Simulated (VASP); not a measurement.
A run of VASP 6.6.1 is set up as follows.

The input INCAR:

```
SYSTEM = SiC
PREC = Accurate
ENCUT = 600
EDIFF = 1E-6
ISMEAR = -1
SIGMA = 0.02
LREAL = .False.
LASPH = .True.
NELM = 100
ALGO = Normal
ISIF = 3
LWAVE = .False.
LCHARG = .False.
GGA = PS
IBRION = 2
NSW = 80
EDIFFG = -0.005
```

KPOINTS

```
Automatic mesh
0
Gamma
  12 12 4
  0 0 0
```

File POSCAR:

```
SiC
1.0
    3.0919365092      0.0000000000      0.0000000000
   -1.5459682546      2.6776955638      0.0000000000
    0.0000000000      0.0000000000      5.0742922867
Si C
2 2
Direct
    0.3333333333      0.6666666667      0.4995817071
    0.6666666667      0.3333333333      0.9995817071
    0.3333333333      0.6666666667      0.8754182929
    0.6666666667      0.3333333333      0.3754182929
```

Potentials or basis: VASP PAW PBE potentials, release 64 (Si, C).

Launch:

```sh
$ cat potpaw_PBE.64/Si/POTCAR potpaw_PBE.64/C/POTCAR > POTCAR
$ mpirun -np 1 vasp_std > vasp.out
```

Problem. What does it give for the relaxed volume?

Solution. 10.35 Å³/atom.

Problem. Predict the relaxed cell.

Solution. a = 3.077 Å, b = 3.077 Å, c = 5.050 Å, α = 90.00°, β = 90.00°, γ = 120.00°.

Step by step:
| step | energy change (eV) | largest force (eV/Å) | pressure (GPa) | volume (Å³) |
| --- | --- | --- | --- | --- |
| 1 | 0.0000 | 0.0008 | -3.15 | 42.01 |
| 2 | 0.0007 | 0.0067 | 3.53 | 40.77 |
| 3 | -0.0061 | 0.0027 | 0.00 | 41.40 |

Caveat: the PAW data sets were made with another functional, which shifts forces and pressure a little.
